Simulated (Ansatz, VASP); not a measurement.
## ZnS: VASP beside Ansatz

```
Zn S
1.0
     3.84769    0.00000    0.00000
    -1.92384    3.33220    0.00000
     0.00000    0.00000   25.15916
Zn S
8 8
Cartesian
  0.0000 0.0000 0.0007
  0.0000 0.0000 12.5803
  0.0000 2.2215 3.1436
  1.9238 1.1107 15.7232
  0.0000 2.2215 9.4380
  1.9238 1.1107 22.0176
  0.0000 2.2215 18.8704
  1.9238 1.1107 6.2908
  0.0000 0.0000 2.3582
  0.0000 0.0000 14.9377
  0.0000 2.2215 5.5008
  1.9238 1.1107 18.0803
  0.0000 2.2215 11.7947
  1.9238 1.1107 24.3742
  0.0000 2.2215 21.2314
  1.9238 1.1107 8.6518
```

Alike in both runs: task single point; functional PBE; k mesh 12 × 12 × 2; occupations gaussian, width 0.02 eV; no spin polarisation.

```csv
,VASP,Ansatz
version,VASP 6.6.1,Ansatz 0.2.0
potentials or method,"VASP PAW PBE potentials, release 64 (Zn, S), cutoff 520 eV","scalar-relativistic, plane waves, PAW"
valence electrons in the cell,144,144
```

|  | VASP | Ansatz | Ansatz less VASP |
| --- | --- | --- | --- |
| gap on the k mesh at the Fermi level (eV) | 2.04 | 2.03 | -0.004 |
| least direct gap on the mesh (eV) | 2.04 | 2.03 | -0.004 |
| pressure (GPa) | 0.4 | 0.0 | -0.36 |

With one functional, cell and mesh, what is left measures potentials, basis and numerics.
